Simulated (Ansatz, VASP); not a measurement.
# One calculation of P, two programs

INCAR

```
ALGO     = Normal         # electronic algorithm
EDIFF    = 1E-7           # SCF threshold, eV
ENCUT    = 520            # plane-wave cutoff, eV
GGA      = PS             # functional
ISIF     = 2              # what is computed and relaxed
ISMEAR   = -1             # smearing method
LASPH    = T              # aspherical terms in the spheres
LCHARG   = F              # write CHGCAR
LREAL    = F              # projectors in reciprocal space
LWAVE    = F              # write WAVECAR
NBANDS   = 12             # bands
NELM     = 80             # most SCF steps
PREC     = Accurate       # precision mode
SIGMA    = 0.05           # smearing width, eV
```

KPOINTS

```
k-points
0
Gamma
  8 8 8
```

POSCAR

```
P
1.0
    1.7947541851      1.0362018119      3.1296800121
   -1.7947541851      1.0362018119      3.1296800121
    0.0000000000     -2.0724036238      3.1296800121
P
2
Direct
    0.7729197500      0.7729197500      0.7729197500
    0.2270802500      0.2270802500      0.2270802500
```

input.yaml

```yaml
crystal:
  lattice:
    - [1.7947541851, 1.0362018119, 3.1296800121]
    - [-1.7947541851, 1.0362018119, 3.1296800121]
    - [0.0, -2.0724036238, 3.1296800121]
  atoms:
    - { symbol: P, position: [0.77291975, 0.77291975, 0.77291975] }
    - { symbol: P, position: [0.22708025, 0.22708025, 0.22708025] }
hamiltonian:
  xc: pbesol
  pseudopotentials: { kind: paw }
kpoints:
  mp_grid: { grid: [8, 8, 8] }
  band_path:
    path:
      - [[0.0, 0.0, 0.0], [0.5, 0.0, 0.0], [0.5, 0.2397465025, -0.2397465025]]
      - [[0.7602534975, 0.5, 0.2397465025], [0.5, 0.5, 0.5], [0.0, 0.0, 0.0], [0.3698732513, 0.0, -0.3698732513]]
      - [[0.6301267487, 0.3698732513, 0.0], [0.5, 0.5, 0.0], [0.6301267487, 0.6301267487, 0.2397465025], [0.5, 0.5, 0.5]]
      - [[0.5, 0.0, 0.0], [0.7602534975, 0.3698732513, 0.3698732513]]
    npoints: 14
scf:
  occupations: { method: fermi_dirac, width: 0.05 }
  n_extra_bands: 6
output:
  forces: true
  stress: true
  eigenvalues: true
  fatbands: false
```

Alike in both runs: functional PBEsol; k mesh 8 × 8 × 8; occupations fermi-dirac, width 0.05 eV; no spin polarisation.

|  | VASP | Ansatz |
| --- | --- | --- |
| version | VASP 6.6.1 | Ansatz 0.2.0 |
| potentials or method | VASP PAW PBE potentials, release 64 (P) | Ansatz PAW |
| plane-wave cutoff (eV) | 520 | 420 |
| valence electrons in the cell | 10 | 10 |
| task | single point | band structure |

|  | VASP | Ansatz | Ansatz less VASP |
| --- | --- | --- | --- |
| gap on the k mesh at the Fermi level (eV) | none | none | - |
| pressure (GPa) | -8.4 | -8.4 | 0.00 |
| traceless stress, the component that is largest in VASP (GPa) | 2.93 | 2.81 | -0.118 |
| rms of the force components (eV/Å) | 0.083 | 0.070 | -0.0126 |

VASP's potentials were made for PBE, not for PBEsol. Atom by atom the forces differ by 0.013 eV/Å (rms over components). A gap of «none» marks a metal or a gap that the smearing closes.
